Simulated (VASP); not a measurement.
# BN (P6_3/mmc) in VASP: a series of runs, part 2 of 2

VASP 6.6.1. The steps go on from the part before.

## (5) Single point, r2SCAN

POSCAR reads:

```
BN
1.0
    2.4991928495      0.0000000000      0.0000000000
   -1.2495964247      2.1643644966      0.0000000000
    0.0000000000      0.0000000000      7.0040541075
B N
2 2
Direct
    0.6666666667      0.3333333333      0.7500000000
    0.3333333333      0.6666666667      0.2500000000
    0.0000000000      0.0000000000      0.7500000000
    0.0000000000      0.0000000000      0.2500000000
```

INCAR.step1 reads:

```
SYSTEM = BN
ALGO     = Normal         ! electronic algorithm
EDIFF    = 1E-4           ! SCF threshold, eV
ENCUT    = 520            ! plane-wave cutoff, eV
GGA      = PE             ! functional
ISMEAR   = 0              ! smearing method
LASPH    = .TRUE.         ! aspherical terms in the spheres
LCHARG   = .FALSE.        ! write CHGCAR
LREAL    = .FALSE.        ! projectors in reciprocal space
LWAVE    = .TRUE.         ! write WAVECAR
NBANDS   = 16             ! bands
NELM     = 100            ! most SCF steps
PREC     = Accurate       ! precision mode
SIGMA    = 0.01           ! smearing width, eV
```

INCAR.step2 reads:

```
SYSTEM = BN
ALGO     = Normal         ! electronic algorithm
EDIFF    = 1E-6           ! SCF threshold, eV
ENCUT    = 520            ! plane-wave cutoff, eV
ISIF     = 2              ! what is computed and relaxed
ISMEAR   = 0              ! smearing method
ISTART   = 1            
LASPH    = .TRUE.         ! aspherical terms in the spheres
LCHARG   = .TRUE.         ! write CHGCAR
LELF     = .TRUE.         ! ELF
LMIXTAU  = .TRUE.       
LREAL    = .FALSE.        ! projectors in reciprocal space
LVHAR    = .TRUE.       
LWAVE    = .FALSE.        ! write WAVECAR
METAGGA  = R2SCAN         ! meta-GGA
NBANDS   = 16             ! bands
NELM     = 100            ! most SCF steps
PREC     = Accurate       ! precision mode
SIGMA    = 0.01           ! smearing width, eV
```

KPOINTS reads:

```
k-points
0
G
  9 9 4
  0 0 0
```

Potentials or basis: VASP PAW PBE potentials, release 64 (B, N).

Launch:

```bash
$ cat potpaw_PBE.64/B/POTCAR potpaw_PBE.64/N/POTCAR > POTCAR
$ cp INCAR.step1 INCAR
$ mpirun -np 1 vasp_std > vasp.out
$ cp INCAR.step2 INCAR
$ mpirun -np 1 vasp_std > vasp.out
```

OUTCAR:

```text
SYSTEM = BN
   EDIFF = 1E-6
   ENCUT = 520
   ISIF = 2
   ISMEAR = 0
   ISTART = 1
   LASPH = .TRUE.
   LREAL = .FALSE.
   METAGGA = R2SCAN
   NELM = 100
   PREC = Accurate

 ion  position               nearest neighbor table
   1  0.667  0.333  0.750-   3 1.44   3 1.44   3 1.44
   2  0.333  0.667  0.250-   4 1.44   4 1.44   4 1.44
   3  0.000  0.000  0.750-   1 1.44   1 1.44   1 1.44
   4  0.000  0.000  0.250-   2 1.44   2 1.44   2 1.44

  LATTYP: Found a hexagonal cell.
[... 658 lines left out ...]
  Direction    XX          YY          ZZ          XY          YZ          ZX
  --------------------------------------------------------------------------------------
  -------------------------------------------------------------------------------------
  Total        0.2053490      0.2053490      0.2770094      0.0000000      0.0000000      0.0000000
  in kB        8.6840749      8.6840749     11.7145437      0.0000000      0.0000000      0.0000000
  external PRESSURE =       9.6942312 kB  Pullay stress =       0.0000000 kB

 VOLUME and BASIS-vectors are now :
 -----------------------------------------------------------------------------
  energy-cutoff  :      520.00
  volume of cell :       37.89
      direct lattice vectors                 reciprocal lattice vectors
     2.499192849  0.000000000  0.000000000     0.400129186  0.231014693  0.000000000
    -1.249596425  2.164364497  0.000000000     0.000000000  0.462029386  0.000000000
     0.000000000  0.000000000  7.004054108     0.000000000  0.000000000  0.142774454

 POSITION                                       TOTAL-FORCE (eV/Angst)
 -----------------------------------------------------------------------------------
      1.24960      0.72145      5.25304         0.000000      0.000000      0.000000
     -0.00000      1.44291      1.75101        -0.000000     -0.000000      0.000000
      0.00000      0.00000      5.25304         0.000000     -0.000000      0.000000
      0.00000      0.00000      1.75101         0.000000     -0.000000      0.000000
 -----------------------------------------------------------------------------------
    total drift:                               -0.000000      0.000000      0.000000

  FREE ENERGIE OF THE ION-ELECTRON SYSTEM (eV)
  ---------------------------------------------------
  free  energy   TOTEN  =       -38.5560553226 eV

  energy  without entropy=      -38.5560553226  energy(sigma->0) =      -38.55605532
```

OSZICAR.step1:

```text
N       E                     dE             d eps       ncg     rms          rms(c)
DAV:   1     0.498092176878E+02    0.49809E+02   -0.79167E+03  1160   0.919E+02
DAV:   2    -0.354261472330E+02   -0.85235E+02   -0.77760E+02  1584   0.219E+02
DAV:   3    -0.388082110036E+02   -0.33821E+01   -0.33712E+01  1560   0.437E+01
DAV:   4    -0.388316377474E+02   -0.23427E-01   -0.23424E-01  1368   0.400E+00
DAV:   5    -0.388318804293E+02   -0.24268E-03   -0.24267E-03  1536   0.386E-01    0.113E+01
DAV:   6    -0.355244451513E+02    0.33074E+01   -0.52586E+00  1472   0.176E+01    0.510E+00
DAV:   7    -0.352277648336E+02    0.29668E+00   -0.67212E-01  1496   0.570E+00    0.319E+00
DAV:   8    -0.351458293623E+02    0.81935E-01   -0.24519E-01  1488   0.332E+00    0.489E-01
DAV:   9    -0.351413161304E+02    0.45132E-02   -0.17244E-02  1408   0.105E+00    0.200E-01
DAV:  10    -0.351424695005E+02   -0.11534E-02   -0.14797E-03  1336   0.295E-01    0.364E-02
DAV:  11    -0.351425961888E+02   -0.12669E-03   -0.11000E-04  1280   0.850E-02    0.249E-02
DAV:  12    -0.351426149111E+02   -0.18722E-04   -0.31160E-05   904   0.422E-02
   1 F= -.35142615E+02 E0= -.35142615E+02  d E =-.986964E-25
```

It took 58 s on 1 thread of Intel Xeon Platinum 8488C (Sapphire Rapids), shared host; peak memory 0.16 GiB.

Results:

```yaml
Free_energy: -38.5561 eV
Pressure: 1.0 GPa
Band_gap_on_the_k_mesh: 4.16 eV, indirect (least direct gap 4.85 eV)
```

Levels at points of the mesh, in eV from the valence-band top:
```
           k point  band 4  band 5  band 6  band 7  band 8  band 9  band 10  band 11  band 12  band 13
(0.00, 0.00, 0.00)   -4.94   -1.77   -1.77   -1.75   -1.75    4.83     9.83    11.93    11.93    12.04
(0.00, 0.00, 0.50)   -5.86   -1.76   -1.76   -1.76   -1.76    7.01     7.01    11.99    11.99    11.99
```

Caveat: the PAW data sets were made with another functional, which shifts forces and pressure a little.

## (6) Summary

```tsv
level	k mesh	gap on the mesh (eV)	pressure (GPa)
PBE	9 × 9 × 4	3.66	4.4
PBE	12 × 12 × 4	3.56	4.4
r2SCAN	9 × 9 × 4	4.16	1.0
```

Alike in all rows: task single point; potentials or basis VASP PAW PBE potentials, release 64 (B, N); no spin polarisation; cell as given; cutoff (eV) 520; smearing gaussian 0.01 eV.

On the cell as given the gap runs from 3.56 eV (PBE) to 4.16 eV (r2SCAN); the meshes differ, which moves gaps too. The pressure there spans 1.0 GPa (r2SCAN) to 4.4 GPa (PBE); a positive pressure means that this level wants a larger cell, a negative one a smaller.

Caveats: this functional lacks dispersion, which binds the layers, so the pressure and a relaxed spacing across them are unreliable (some runs); the PAW data sets were made with another functional, which shifts forces and pressure a little (some runs).

Total energies depend on the potentials used, so only differences within one code and one set of settings carry meaning.
